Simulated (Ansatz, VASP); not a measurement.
**Two plane-wave programs on Cs**

Contents of INCAR:

```
SYSTEM = Cs
  ALGO = Normal
  EDIFF = 1E-6
  ENCUT = 520
  GGA = CA
  ISIF = 2
  ISMEAR = -1
  LASPH = .TRUE.
  LCHARG = .FALSE.
  LREAL = .FALSE.
  LWAVE = .FALSE.
  NBANDS = 16
  NELM = 80
  PREC = Accurate
  SIGMA = 0.08
```

The input KPOINTS:

```
k-points
0
G
  7 7 7
  0 0 0
```

POSCAR

```
Cs
1.0
    0.0000000000      5.1425242447      5.1425242447
    5.1425242447      0.0000000000      5.1425242447
    5.1425242447      5.1425242447      0.0000000000
Cs
2
Direct
   -0.1250000000     -0.1250000000     -0.1250000000
    0.1250000000      0.1250000000      0.1250000000
```

Input for Ansatz:

```yaml
crystal:
  lattice:
    - [0.0, 5.1425242447, 5.1425242447]
    - [5.1425242447, 0.0, 5.1425242447]
    - [5.1425242447, 5.1425242447, 0.0]
  atoms:
    - { symbol: Cs, position: [-0.125, -0.125, -0.125] }
    - { symbol: Cs, position: [0.125, 0.125, 0.125] }
kpoints:
  mp_grid: { grid: [7, 7, 7] }
scf:
  occupations: { method: fermi_dirac, width: 0.08 }
hamiltonian:
  xc: lda
  pseudopotentials: { kind: paw }
output:
  forces: true
  stress: true
  eigenvalues: true
  populations: true
  write_density: true
  write_potential: true
  elf: true
  volumetric_format: npy
```

Change from the starting cell: volume scaled by 0.88, PAW files.

Alike in both runs: task single point; functional LDA; k mesh 7 × 7 × 7; occupations fermi-dirac, width 0.08 eV; no spin polarisation.

```csv
,VASP,Ansatz
version,VASP 6.6.1,Ansatz 0.2.0
potentials or method,"VASP PAW LDA potentials, release 64 (Cs_sv)","PAW with Ansatz's default frozen-core files, scalar-relativistic"
plane-wave cutoff (eV),520,420
valence electrons in the cell,18,18
```

|  | VASP | Ansatz | Ansatz less VASP |
| --- | --- | --- | --- |
| pressure (GPa) | 0.1 | 0.1 | +0.01 |

LDA's correlation is that of Perdew and Zunger in VASP and of Perdew and Wang (1992) in Ansatz.

Spin-orbit coupling is off throughout.
